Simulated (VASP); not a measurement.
A run of VASP 6.6.1:

File POSCAR:

```
Rh
1.0
   -1.5133115790      1.5133115790      1.5133115790
    1.5133115790     -1.5133115790      1.5133115790
    1.5133115790      1.5133115790     -1.5133115790
Rh
1
Direct
    0.0000000000      0.0000000000      0.0000000000
```

The input INCAR.step1:

```
SYSTEM = Rh
  PREC = Accurate
  ENCUT = 550
  ISMEAR = 0
  SIGMA = 0.05
  LREAL = .FALSE.
  LASPH = .TRUE.
  NELM = 120
  NBANDS = 14
  GGA = PE
  ALGO = Normal
  EDIFF = 1E-5
  LWAVE = .TRUE.
  LCHARG = .FALSE.
  GGA_COMPAT = .FALSE.
```

The input INCAR.step2:

```
SYSTEM = Rh
  PREC = Accurate
  ENCUT = 550
  EDIFF = 1E-6
  ISMEAR = 0
  SIGMA = 0.05
  LREAL = .FALSE.
  LASPH = .TRUE.
  NELM = 120
  ALGO = Normal
  ISIF = 2
  LWAVE = .FALSE.
  LCHARG = .FALSE.
  METAGGA = R2SCAN
  LMIXTAU = .TRUE.
  NBANDS = 14
  ISTART = 1
  GGA_COMPAT = .FALSE.
```

Contents of KPOINTS:

```
regular mesh
0
G
  20 20 20
  0 0 0
```

Potentials or basis: VASP PAW PBE potentials, release 64 (Rh_pv).

Launch:

```sh
$ cat potpaw_PBE.64/Rh_pv/POTCAR > POTCAR
$ cp INCAR.step1 INCAR
$ mpirun -np 1 vasp_std > vasp.out
$ cp INCAR.step2 INCAR
$ mpirun -np 1 vasp_std > vasp.out
```

Hardware: 1 thread of Intel Xeon 6975P-C, on a shared host.

Task: Estimate the wall time of this run.

Result: Run time: 88 s on 1 thread of Intel Xeon 6975P-C (shared host), peak memory 0.17 GiB. Counts: k points 256.
